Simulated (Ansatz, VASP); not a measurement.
# Mo2Ru3: VASP beside Ansatz

Contents of INCAR:

```
PREC = Accurate
ENCUT = 520
EDIFF = 1E-6
ISMEAR = 0
SIGMA = 0.2
LREAL = F
LASPH = T
NELM = 60
ALGO = Fast
ISIF = 2
LWAVE = F
LCHARG = T
GGA = PE
LELF = T
LVHAR = T
NBANDS = 81
```

The input KPOINTS:

```
regular mesh
0
Gamma
  12 12 1
```

File POSCAR:

```
Mo2Ru3
1.0
    2.7605593958      0.0000000000      0.0000000000
   -1.3802796979      2.3907145654      0.0000000000
    0.0000000000      0.0000000000     22.0738844384
Mo Ru
4 6
Direct
    0.3333333333      0.6666666667      0.1971353560
    0.3333333333      0.6666666667      0.3990676079
    0.3333333333      0.6666666667      0.6009323921
    0.3333333333      0.6666666667      0.8028646440
    0.3333333333      0.6666666667      0.0000000000
    0.6666666667      0.3333333333      0.0969044950
    0.6666666667      0.3333333333      0.2984187951
    0.6666666667      0.3333333333      0.5000000000
    0.6666666667      0.3333333333      0.7015812049
    0.6666666667      0.3333333333      0.9030955050
```

Input for Ansatz:

```yaml
crystal:
  lattice:
    - [2.7605593958, 0.0, 0.0]
    - [-1.3802796979, 2.3907145654, 0.0]
    - [0.0, 0.0, 22.0738844384]
  atoms:
    - { symbol: Mo, position: [0.3333333333, 0.6666666667, 0.197135356] }
    - { symbol: Mo, position: [0.3333333333, 0.6666666667, 0.3990676079] }
    - { symbol: Mo, position: [0.3333333333, 0.6666666667, 0.6009323921] }
    - { symbol: Mo, position: [0.3333333333, 0.6666666667, 0.802864644] }
    - { symbol: Ru, position: [0.3333333333, 0.6666666667, 0.0] }
    - { symbol: Ru, position: [0.6666666667, 0.3333333333, 0.096904495] }
    - { symbol: Ru, position: [0.6666666667, 0.3333333333, 0.2984187951] }
    - { symbol: Ru, position: [0.6666666667, 0.3333333333, 0.5] }
    - { symbol: Ru, position: [0.6666666667, 0.3333333333, 0.7015812049] }
    - { symbol: Ru, position: [0.6666666667, 0.3333333333, 0.903095505] }
basis:
  ecutwfc: 420
kpoints:
  mp_grid: { grid: [12, 12, 1] }
hamiltonian:
  xc: pbe
scf:
  occupations: { method: gaussian, width: 0.2 }
  lower_state_search: "off"
output:
  forces: true
  stress: true
  eigenvalues: true
```

Alike in both runs: task single point; functional PBE; k mesh 12 × 12 × 1; occupations gaussian, width 0.2 eV; no spin polarisation.

|  | VASP | Ansatz |
| --- | --- | --- |
| version | VASP 6.6.1 | Ansatz 0.2.0 |
| potentials or method | VASP PAW PBE potentials, release 64 (Mo_sv, Ru_pv), cutoff 520 eV | scalar-relativistic, plane waves, PAW |
| valence electrons in the cell | 140 | 152 |

VASP gave:

| Quantity | Value |
| --- | --- |
| gap on the k mesh at the Fermi level (eV) | none |
| pressure (GPa) | 0.3 |
| traceless stress, the component that is largest in VASP (GPa) | 0.20 |
| rms of the force components (eV/Å) | 0.028 |

Q: Which values does Ansatz return?

A: gap on the k mesh at the Fermi level (eV): none; pressure (GPa): 0.2; traceless stress, the component that is largest in VASP (GPa): 0.21; rms of the force components (eV/Å): 0.030.

Atom by atom the forces differ by 0.003 eV/Å (rms over components). A gap of «none» marks a metal or a gap that the smearing closes. VASP's potentials hold 140 valence electrons a cell and Ansatz's 152, so a difference there can come from the potentials and not from the codes.
